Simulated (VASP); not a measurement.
# K: relaxation of cell and atoms with PBE

Crystal: K.

```xyz
2
Lattice="0.0000 4.4383 4.4383 4.4383 0.0000 4.4383 4.4383 4.4383 0.0000" Properties=species:S:1:pos:R:3 pbc="T T T"
K     4.4383    4.4383    4.4383
K     6.6575    6.6575    6.6575
```

This isn't the form of K at room conditions, which is bcc.

```yaml
Program: VASP 6.6.1
Task: relaxation of cell and atoms
Functional: PBE
Potentials_or_basis: VASP PAW PBE potentials, release 64 (K_sv)
Cutoff: 600 eV
k_mesh: 12 × 12 × 12
Occupations: gaussian, width 0.1 eV
Spin: no spin polarisation
Dipole_correction: no
Further_INCAR_settings: ALGO = Fast; EDIFF = 1e-06; IBRION = 2; EDIFFG = -0.01; NSW = 100; ISIF = 3
```

| Quantity | Value |
| --- | --- |
| Relaxed volume | 112.26 Å³/atom |
| Relaxed cell | a = 6.822 Å, b = 6.822 Å, c = 6.822 Å, α = 60.00°, β = 60.00°, γ = 60.00° |
| Space group after relaxing (to 0.1 Å) | Fd-3m (No. 227) |
| Energy gained by relaxing | 27.4 meV/atom |
| Ionic steps | 5 |
| Pressure after relaxing | 0.0 GPa |
| Band gap on the k mesh | zero (bands 9 and 10 overlap by 0.32 eV) |

The path:
```csv
step,energy change (eV),largest force (eV/Å),pressure (GPa),volume (Å³)
1,0.0000,0.0000,0.44,174.86
2,-0.0152,0.0000,0.36,181.00
3,-0.0449,0.0000,0.15,200.27
4,-0.0487,0.0000,-0.09,242.82
5,-0.0548,0.0000,-0.01,224.53
```

Final structure:
```
K
1.0
     0.00000    4.82406    4.82406
     4.82406    0.00000    4.82406
     4.82406    4.82406    0.00000
K
2
Direct
  0.50000 0.50000 0.50000
  0.75000 0.75000 0.75000
```

Levels at points of the mesh, in eV from the Fermi level:
```csv
k point,band 6,band 7,band 8,band 9,band 10,band 11,band 12,band 13
"(0.00, 0.00, 0.00)",-16.06,-16.06,-16.06,-1.67,2.33,2.33,2.33,2.73
"(0.50, 0.00, 0.00)",-16.06,-16.06,-16.06,-0.61,-0.11,2.14,2.14,2.42
"(0.50, 0.50, 0.00)",-16.09,-16.05,-16.05,0.01,0.01,1.40,1.40,1.65
```

It took 13 min on 1 thread of AMD EPYC 9R45 96-Core Processor (Zen 5), with other jobs on the host, peak memory 0.44 GiB.

Caveat: the volume moved by over 15 % at a fixed basis, so the end points are rough.
